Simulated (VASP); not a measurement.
Sb:

```xyz
1
Lattice="0.0000 2.3712 2.3712 2.3712 0.0000 2.3712 2.3712 2.3712 0.0000" Properties=species:S:1:pos:R:3 pbc="T T T"
Sb    0.0000    0.0000    0.0000
```

- Program: VASP 6.6.1
- Task: relaxation of cell and atoms
- Functional: B3LYP
- Potentials or basis: VASP PAW PBE potentials, release 64 (Sb)
- Cutoff: 600 eV
- k mesh: 5 × 5 × 5
- Occupations: fermi-dirac, width 0.05 eV
- Spin: no spin polarisation

At the start: pressure 4.6 GPa; volume 26.67 Å³/atom.

Question: How do energy, volume and symmetry change on relaxing?

Answer: Over 3 steps the energy falls by 25.5 meV/atom and the volume is 28.57 Å³/atom (+7.1 %); space group Fm-3m (No. 225, to 0.05 Å).

Step by step:
```tsv
step	energy change (eV)	largest force (eV/Å)	pressure (GPa)	volume (Å³)
1	0.0000	0.0000	4.57	26.67
2	-0.0181	0.0000	-2.00	29.71
3	-0.0255	0.0000	-0.01	28.57
```

Final structure:
```
Sb
1.0
     0.00000    2.42645    2.42645
     2.42645    0.00000    2.42645
     2.42645    2.42645    0.00000
Sb
1
Direct
  0.00000 0.00000 0.00000
```

Caveat: the k points lie up to 0.45 Å⁻¹ apart in the final cell; the PAW data sets were made with another functional, which shifts forces and pressure a little.
